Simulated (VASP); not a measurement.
# Br (Im-3m) in VASP: further runs

Br is run at these levels: PBE; tasks: single point.

All numbers are computed with VASP 6.6.1; they aren't measurements. Logs are shortened: lines on timing, memory, paths and dates and some standing lists are left out, and cuts for length are marked.

## Step 1: The cell of the first run

It takes space group Im-3m (No. 229, cubic). The conventional cell has a = 3.772 Å, b = 3.772 Å, c = 3.772 Å, α = 90.00°, β = 90.00°, γ = 90.00°. Br (site symmetry m-3m) has 14 Br at 3.27 to 3.77 Å within 4.3 Å.

## Step 2: Single point, PBE

File INCAR:

```
PREC = Accurate
ENCUT = 520
EDIFF = 1E-7
ISMEAR = -1
SIGMA = 0.08
LREAL = F
LASPH = T
NELM = 100
ALGO = Normal
ISIF = 2
LWAVE = F
LCHARG = F
GGA = PE
NBANDS = 10
```

File KPOINTS:

```
regular mesh
0
Gamma
  16 16 16
```

File POSCAR:

```
Br
1.0
   -1.8859855711      1.8859855711      1.8859855711
    1.8859855711     -1.8859855711      1.8859855711
    1.8859855711      1.8859855711     -1.8859855711
Br
1
Direct
    0.0000000000      0.0000000000      0.0000000000
```

Potentials or basis: VASP PAW PBE potentials, release 64 (Br).

Launch:

```sh
> cat potpaw_PBE.64/Br/POTCAR > POTCAR
> mpirun -np 1 vasp_std > vasp.out
```

OUTCAR:

```text
PREC = Accurate
   ENCUT = 520
   EDIFF = 1E-7
   ISMEAR = -1
   LREAL = F
   LASPH = T
   NELM = 100
   ISIF = 2
   GGA = PE

 ion  position               nearest neighbor table
   1  0.000  0.000  0.000-

  LATTYP: Found a body centered cubic cell.
 ALAT       =     3.7719711422

  Lattice vectors:

 A1 = (  -1.8859855711,   1.8859855711,   1.8859855711)
 A2 = (   1.8859855711,  -1.8859855711,   1.8859855711)
 A3 = (   1.8859855711,   1.8859855711,  -1.8859855711)

Analysis of symmetry for initial positions (statically):
=====================================================================
 Subroutine PRICEL returns:
 Original cell was already a primitive cell.

 Routine SETGRP: Setting up the symmetry group for a
 body centered cubic supercell.

 Subroutine GETGRP returns: Found 48 space group operations
 (whereof 48 operations were pure point group operations)
 out of a pool of 48 trial point group operations.

The static configuration has the point symmetry O_h .

Analysis of symmetry for dynamics (positions and initial velocities):
=====================================================================
 Subroutine PRICEL returns:
 Original cell was already a primitive cell.

 Routine SETGRP: Setting up the symmetry group for a
 body centered cubic supercell.

 Subroutine GETGRP returns: Found 48 space group operations
 (whereof 48 operations were pure point group operations)
 out of a pool of 48 trial point group operations.

The dynamic configuration has the point symmetry O_h .

 Subroutine INISYM returns: Found 48 space group operations
 (whereof 48 operations are pure point group operations),
 and found     1 'primitive' translations

----------------------------------------------------------------------------------------

                                     Primitive cell

  volume of cell :      26.8334

  direct lattice vectors                    reciprocal lattice vectors
    -1.885985571  1.885985571  1.885985571     0.000000000  0.265113375  0.265113375
     1.885985571 -1.885985571  1.885985571     0.265113375  0.000000000  0.265113375
     1.885985571  1.885985571 -1.885985571     0.265113375  0.265113375  0.000000000

  length of vectors
     3.266622831  3.266622831  3.266622831     0.374926931  0.374926931  0.374926931

[... 74 lines left out ...]
   LSORBIT =      F    spin-orbit coupling
   LASPH  =      T    aspherical Exc in radial PAW
   ENCUT  =  520.0 eV  38.22 Ry    6.18 a.u.   6.07  6.07  6.07*2*pi/ulx,y,z
   NELM   =    100;   NELMIN=  2; NELMDL= -5     # of ELM steps
   EDIFF  = 0.1E-06   stopping-criterion for ELM
   LREAL  =      F    real-space projection
   EDIFFG = 0.1E-05   stopping-criterion for IOM
   NSW    =      0    number of steps for IOM
   IBRION =     -1    ionic relax: 0-MD 1-quasi-New 2-CG
   NFREE  =      0    steps in history (QN), initial steepest desc. (CG)
   ISIF   =      2    stress and relaxation
   ISYM   =      2    0-nonsym 1-usesym 2-fastsym
   POTIM  = 0.5000    time-step for ionic-motion
   TEBEG  =    0.0;   TEEND  =   0.0 temperature during run
   PSTRESS=    0.0 pullay stress
   NELECT =       7.0000    total number of electrons
   NUPDOWN=      -1.0000    fix difference up-down
   EMIN   =  10.00;   EMAX   =-10.00  energy-range for DOS
   EFERMI =   0.00;   METHOD = LEGACY
   ISMEAR =    -1;   SIGMA  =   0.08  broadening in eV -4-tet -1-fermi 0-gaus
   EFERMI_NEDOS =   21; number of points for ismear=-14 and -15
   IALGO  =     38    algorithm
   IMIX   =      4    mixing-type and parameters
     AMIX     =   0.40;   BMIX     =  1.00
     AMIX_MAG =   1.60;   BMIX_MAG =  1.00
  volume/ion in A,a.u.               =      26.83       181.08
  Fermi-wavevector in a.u.,A,eV,Ry     =   1.046042  1.976733 14.887549  1.094204
  Thomas-Fermi vector in A             =   2.180863
   LORBIT       =      0    0 simple, 1 ext, 2 COOP (PROOUT), +10 PAW based schemes
   GGA     = PE    functional components
   LHFCALC =     F    Hartree Fock is set to
   AEXX    =    0.0000 exact exchange contribution
   IVDW    =     0    specifies the selected vdW correction
   LEPSILON=     F    determine dielectric tensor
   LRPA    =     F    only Hartree local field effects (RPA)
 non-spin polarized calculation
  energy-cutoff  :      520.00
  volume of cell :       26.83
 maximum number of plane-waves:       736
   NGX = 13   NGY = 13   NGZ = 13

 number of electron       6.9999998 magnetization

 Free energy of the ion-electron system (eV)
  ---------------------------------------------------
  ext. energy  EPLUGINS =         0.00000000
  ---------------------------------------------------
  free energy    TOTEN  =        -1.03158385 eV

  energy without entropy =       -0.99084376  energy(sigma->0) =       -1.01121381

 E-fermi :   1.4751     XC(G=0):  -9.2203

 val. band max:        1.4599467058   @ k =   0.2500   0.1250   0.0625
 cond. band min:       1.4791032797   @ k =   0.1875   0.0625  -0.0000
 fundamental gap:      0.0191565740
 Fermi energy:         1.4750965032

 k-point     1 :       0.0000    0.0000    0.0000
  band No.  band energies     occupation
      1     -13.8041      2.00000
      2       2.1906      0.00026
      3       2.1906      0.00026
      4       2.1906      0.00026
      5       9.2499      0.00000
      6      14.1518      0.00000
      7      14.1518      0.00000
      8      14.1518      0.00000
      9      16.7786      0.00000
     10      16.7786      0.00000
[... 287 lines left out ...]
 k-point    24 :       0.2500    0.1875   -0.0000
  band No.  band energies     occupation
      1     -12.6213      2.00000
      2      -1.9347      2.00000
      3       0.2135      2.00000
      4       1.5918      0.37711
      5      10.7358      0.00000
      6      12.0230      0.00000
      7      14.3368      0.00000
      8      16.3434      0.00000
      9      19.0978      0.00000
     10      20.3963      0.00000

 [... further k-points ...]
[... 5 lines left out ...]
  --------------------------------------------------------------------------------------
  -------------------------------------------------------------------------------------
  Total        0.0008553      0.0008553      0.0008553     -0.0000000     -0.0000000     -0.0000000
  in kB        0.0510667      0.0510667      0.0510667     -0.0000000     -0.0000000     -0.0000000
  external PRESSURE =       0.0510667 kB  Pullay stress =       0.0000000 kB

 VOLUME and BASIS-vectors are now :
 -----------------------------------------------------------------------------
  energy-cutoff  :      520.00
  volume of cell :       26.83
      direct lattice vectors                 reciprocal lattice vectors
    -1.885985571  1.885985571  1.885985571     0.000000000  0.265113375  0.265113375
     1.885985571 -1.885985571  1.885985571     0.265113375  0.000000000  0.265113375
     1.885985571  1.885985571 -1.885985571     0.265113375  0.265113375  0.000000000

 POSITION                                       TOTAL-FORCE (eV/Angst)
 -----------------------------------------------------------------------------------
      0.00000      0.00000      0.00000        -0.000000      0.000000      0.000000
 -----------------------------------------------------------------------------------
    total drift:                               -0.000000     -0.000000      0.000000

  FREE ENERGIE OF THE ION-ELECTRON SYSTEM (eV)
  ---------------------------------------------------
  free  energy   TOTEN  =        -1.0315838538 eV

  energy  without entropy=       -0.9908437627  energy(sigma->0) =       -1.01121381
```

OSZICAR:

```text
N       E                     dE             d eps       ncg     rms          rms(c)
DAV:   1     0.203385745691E+02    0.20339E+02   -0.29770E+03  2900   0.545E+02
DAV:   2    -0.221727109990E+00   -0.20560E+02   -0.20102E+02  3770   0.971E+01
DAV:   3    -0.102793710645E+01   -0.80621E+00   -0.78696E+00  3546   0.172E+01
DAV:   4    -0.103068891248E+01   -0.27518E-02   -0.27509E-02  3442   0.119E+00
DAV:   5    -0.103069530438E+01   -0.63919E-05   -0.63918E-05  3430   0.584E-02    0.347E+00
DAV:   6    -0.103096526628E+01   -0.26996E-03   -0.12807E-03  3322   0.198E-01    0.212E+00
DAV:   7    -0.103159829570E+01   -0.63303E-03   -0.21329E-03  3290   0.267E-01    0.561E-02
DAV:   8    -0.103158173655E+01    0.16559E-04   -0.11587E-04  3224   0.521E-02    0.744E-03
DAV:   9    -0.103158329961E+01   -0.15631E-05   -0.25988E-06  3396   0.112E-02    0.365E-03
DAV:  10    -0.103158380557E+01   -0.50597E-06   -0.66975E-07  3336   0.544E-03    0.179E-03
DAV:  11    -0.103158385378E+01   -0.48209E-07   -0.88246E-08  2906   0.175E-03
   1 F= -.10315839E+01 E0= -.10112138E+01  d E =-.407401E-01
```

Wall time 20 s (1 thread of AMD EPYC 7R43 (Zen 3), shared host); peak memory 0.12 GiB.

Results:

| Quantity | Value |
| --- | --- |
| Free energy | -1.0316 eV |
| Pressure | 0.0 GPa |

Levels at points of the mesh, in eV from the Fermi level:
```
           k point  band 1  band 2  band 3  band 4  band 5  band 6  band 7  band 8
(0.00, 0.00, 0.00)  -15.28    0.72    0.72    0.72    7.77   12.68   12.68   12.68
(0.50, 0.00, 0.00)  -13.89   -4.42   -0.76    0.46    7.59    9.68   15.98   16.46
(0.50, 0.50, 0.50)  -13.03   -2.51   -2.51   -2.51    6.49    6.49   19.77   19.77
```

Caveat: an odd number of electrons without spin polarisation forces a metal; a magnetic or distorted state may lie lower.

## Step 3: Single point, PBE

File INCAR:

```
SYSTEM = Br
  PREC = Accurate
  ENCUT = 520
  EDIFF = 1E-7
  ISMEAR = -1
  SIGMA = 0.08
  LREAL = .False.
  LASPH = .True.
  NELM = 100
  ALGO = Normal
  ISIF = 2
  LWAVE = .False.
  LCHARG = .False.
  GGA = PE
  NBANDS = 10
```

File KPOINTS:

```
Automatic mesh
0
Gamma
  16 16 16
  0 0 0
```

File POSCAR:

```
Br
1.0
   -1.8859855710      1.8859855710      1.8859855710
    1.8859855710     -1.8859855710      1.8859855710
    1.8859855710      1.8859855710     -1.8859855710
Br
1
Direct
    0.0000000000      0.0000000000      0.0000000000
```

Potentials or basis: VASP PAW PBE potentials, release 64 (Br).

Launch:

```sh
> cat potpaw_PBE.64/Br/POTCAR > POTCAR
> mpirun -np 1 vasp_std > vasp.out
```

Run time: 21 s. Hardware: 1 thread of AMD EPYC 7R43 (Zen 3), shared host; peak memory 0.13 GiB.

Results (log left out):

| Item | Value |
| --- | --- |
| Free energy | -1.0316 eV |
| Pressure | 0.0 GPa |

Levels at points of the mesh, in eV from the Fermi level:
```
           k point  band 1  band 2  band 3  band 4  band 5  band 6  band 7  band 8  band 9
(0.00, 0.00, 0.00)  -15.28    0.72    0.72    0.72    7.77   12.68   12.68   12.68   15.30
(0.50, 0.00, 0.00)  -13.89   -4.42   -0.76    0.46    7.59    9.68   15.98   16.46   17.15
(0.50, 0.50, 0.50)  -13.03   -2.51   -2.51   -2.51    6.49    6.49   19.77   19.77   19.77
```

Caveat: an odd number of electrons without spin polarisation forces a metal; a magnetic or distorted state may lie lower.
